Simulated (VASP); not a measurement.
Set up this calculation in VASP 6.6.1, as the native input.

* Task: single point
* Functional: PBE
* Potentials or basis: VASP PAW PBE potentials, release 64 (Ga_d, N)
* Cutoff: 520 eV
* k mesh: 13 × 13 × 7
* Occupations: fermi-dirac, width 0.1 eV
* Spin: no spin polarisation
* Dipole correction: no
* Further INCAR settings: ALGO = Normal; EDIFF = 1e-07; NBANDS = 26

The structure of GaN (wurtzite type) lies in POSCAR:

```
GaN
1.0
    2.8772638300      0.0000000000      0.0000000000
   -1.4386319150      2.4917835702      0.0000000000
    0.0000000000      0.0000000000      4.7224109561
Ga N
2 2
Direct
    0.3333333333      0.6666666667      0.0011227692
    0.6666666667      0.3333333333      0.5011227692
    0.3333333333      0.6666666667      0.3748772308
    0.6666666667      0.3333333333      0.8748772308
```

This cell differs from its parent crystal: volume scaled by 0.72.

One way to write it, as run:

INCAR

```
SYSTEM = GaN
ALGO = Normal ; EDIFF = 1E-7
ENCUT = 520 ; GGA = PE
ISIF = 2 ; ISMEAR = -1
LASPH = .True. ; LCHARG = .True.
LELF = .True. ; LREAL = .False.
LVHAR = .True. ; LWAVE = .False.
NBANDS = 26 ; NELM = 60
PREC = Accurate ; SIGMA = 0.1
```

KPOINTS

```
k-points
0
Gamma
  13 13 7
  0 0 0
```

Potentials or basis: VASP PAW PBE potentials, release 64 (Ga_d, N).

Launch:

```bash
$ cat potpaw_PBE.64/Ga_d/POTCAR potpaw_PBE.64/N/POTCAR > POTCAR
$ mpirun -np 1 vasp_std > vasp.out
```

Results of the run:

- Pressure: 114.2 GPa
- Band gap on the k mesh: 3.84 eV, direct

It took 34 s on 1 thread of Intel(R) Xeon(R) 6975P-C (Granite Rapids), on a shared host, peak memory 0.19 GiB.
